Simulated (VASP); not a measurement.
Here is a VASP 6.6.1 calculation.

Contents of INCAR:

```
ALGO = Fast
EDIFF = 1E-6
ENCUT = 520
GGA = PS
ISIF = 2
ISMEAR = 0
LASPH = T
LCHARG = F
LREAL = F
LWAVE = F
NBANDS = 14
NELM = 100
PREC = Accurate
SIGMA = 0.05
```

KPOINTS

```
k-points
0
Gamma
  12 12 4
```

The input POSCAR:

```
Al
1.0
    2.8270770242      0.0000000000      0.0000000000
   -1.4135385121      2.4483205214      0.0000000000
    0.0000000000      0.0000000000      9.1859930700
Al
4
Direct
    0.6512710000      0.3181030000      0.7537220000
   -0.0068000000     -0.0034860000      0.4941930000
    0.3462790000      0.6774530000      0.2479860000
   -0.0057360000     -0.0001190000     -0.0007300000
```

Potentials or basis: VASP PAW PBE potentials, release 64 (Al).

Command:

```console
$ cat potpaw_PBE.64/Al/POTCAR > POTCAR
$ mpirun -np 1 vasp_std > vasp.out
```

Problem. What does it give for the pressure?

Solution. 2.0 GPa.

Problem. Estimate the band gap on the k mesh.

Solution. Zero (bands 6 and 7 overlap by 5.36 eV).

Problem. What does it give for the largest force?

Solution. 0.341 eV/Å.

Forces on the atoms (eV/Å):
```
Al   0.012  0.045 -0.337
Al   0.024  0.011  0.319
Al  -0.057 -0.050 -0.063
Al   0.020 -0.006  0.082
```

Caveat: the PAW data sets were made with another functional, which shifts forces and pressure a little.
